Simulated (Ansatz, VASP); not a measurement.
## Two plane-wave programs on BAs

The input INCAR:

```
SYSTEM = BAs
PREC = Accurate
ENCUT = 520
EDIFF = 1E-6
ISMEAR = 0
SIGMA = 0.05
LREAL = .False.
LASPH = .True.
NELM = 100
ALGO = Normal
ISIF = 2
LWAVE = .False.
LCHARG = .False.
GGA = PE
NBANDS = 11
```

Contents of KPOINTS:

```
regular mesh
0
Gamma
  10 10 10
  0 0 0
```

The input POSCAR:

```
BAs
1.0
    0.0000000000      2.2929600000      2.4840400000
    2.2929600000      0.0000000000      2.4840400000
    2.2929600000      2.2929600000      0.0000000000
B As
1 1
Direct
    0.0000000000      0.0000000000      0.0000000000
    0.7500000000      0.7500000000      0.7500000000
```

Input for Ansatz:

```yaml
crystal:
  lattice:
    - [0.0, 2.29296, 2.48404]
    - [2.29296, 0.0, 2.48404]
    - [2.29296, 2.29296, 0.0]
  atoms:
    - { symbol: B, position: [0.0, 0.0, 0.0] }
    - { symbol: As, position: [0.75, 0.75, 0.75] }
basis:
  ecutwfc: 420
kpoints:
  mp_grid: { grid: [10, 10, 10] }
hamiltonian:
  xc: pbe
scf:
  occupations: { method: gaussian, width: 0.05 }
output:
  forces: true
  stress: true
  eigenvalues: true
```

Change from the starting cell: strain -0.040 along x and y, +0.040 along z, atoms carried along.

Alike in both runs: task single point; functional PBE; k mesh 10 × 10 × 10; occupations gaussian, width 0.05 eV; no spin polarisation.

|  | VASP | Ansatz |
| --- | --- | --- |
| version | VASP 6.6.1 | Ansatz 0.2.0 |
| potentials or method | VASP PAW PBE potentials, release 64 (B, As), cutoff 520 eV | scalar-relativistic, plane waves, PAW |
| valence electrons in the cell | 8 | 18 |

Ansatz gave:

| Item | Value |
| --- | --- |
| gap on the k mesh at the Fermi level (eV) | 0.52 |
| least direct gap on the mesh (eV) | 2.92 |
| pressure (GPa) | 9.3 |
| traceless stress, the component that is largest in VASP (GPa) | -12.88 |

**Question.** Which values does VASP return?

**Answer.** gap on the k mesh at the Fermi level (eV): 0.51; least direct gap on the mesh (eV): 2.91; pressure (GPa): 10.1; traceless stress, the component that is largest in VASP (GPa): -12.81.

VASP's potentials hold 8 valence electrons a cell and Ansatz's 18, so a difference there can come from the potentials and not from the codes.
